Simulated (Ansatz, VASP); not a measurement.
**Ta in VASP and in Ansatz**

The input INCAR:

```
PREC = Accurate
ENCUT = 520
EDIFF = 1E-6
ISMEAR = -1
SIGMA = 0.1
LREAL = F
LASPH = T
NELM = 80
ALGO = Normal
ISIF = 2
LWAVE = F
LCHARG = F
GGA = RP
NBANDS = 12
```

File KPOINTS:

```
regular mesh
0
Gamma
  14 14 14
```

POSCAR

```
Ta
1.0
    0.0000000000      2.2054966062      2.2054966062
    2.2054966062      0.0000000000      2.2054966062
    2.2054966062      2.2054966062      0.0000000000
Ta
1
Direct
    0.0000000000      0.0000000000      0.0000000000
```

Input for Ansatz:

```yaml
crystal:
  lattice:
    - [0.0, 2.2054966062, 2.2054966062]
    - [2.2054966062, 0.0, 2.2054966062]
    - [2.2054966062, 2.2054966062, 0.0]
  atoms:
    - { symbol: Ta, position: [0.0, 0.0, 0.0] }
hamiltonian:
  xc: rpbe
  pseudopotentials:
    kind: paw
    azcp:
      Ta: "pseudopotentials/Ta.paw.azcp"
basis:
  ecutwfc: 420
  fft_grid_basis: typed
kpoints:
  mp_grid: { grid: [14, 14, 14], shift: [0, 0, 0] }
magnetization:
  spin_polarized: false
scf:
  occupations: { method: fermi_dirac, width: 0.1 }
  lower_state_search: "off"
output:
  stress: true
  write_density: true
  write_potential: true
  elf: true
  volumetric_format: npy
```

Alike in both runs: task single point; functional RPBE; k mesh 14 × 14 × 14; occupations fermi-dirac, width 0.1 eV; no spin polarisation.

|  | VASP | Ansatz |
| --- | --- | --- |
| version | VASP 6.6.1 | Ansatz 0.2.0 |
| potentials or method | VASP PAW PBE potentials, release 64 (Ta_pv), cutoff 520 eV | plane waves (420 eV) with PAW, scalar-relativistic |
| valence electrons in the cell | 11 | 13 |

|  | VASP | Ansatz | Ansatz less VASP |
| --- | --- | --- | --- |
| pressure (GPa) | -16.7 | -16.6 | +0.08 |

VASP's potentials were made for PBE, not for RPBE. VASP's potentials hold 11 valence electrons a cell and Ansatz's 13, so a difference there can come from the potentials and not from the codes.

Spin-orbit coupling is off throughout.
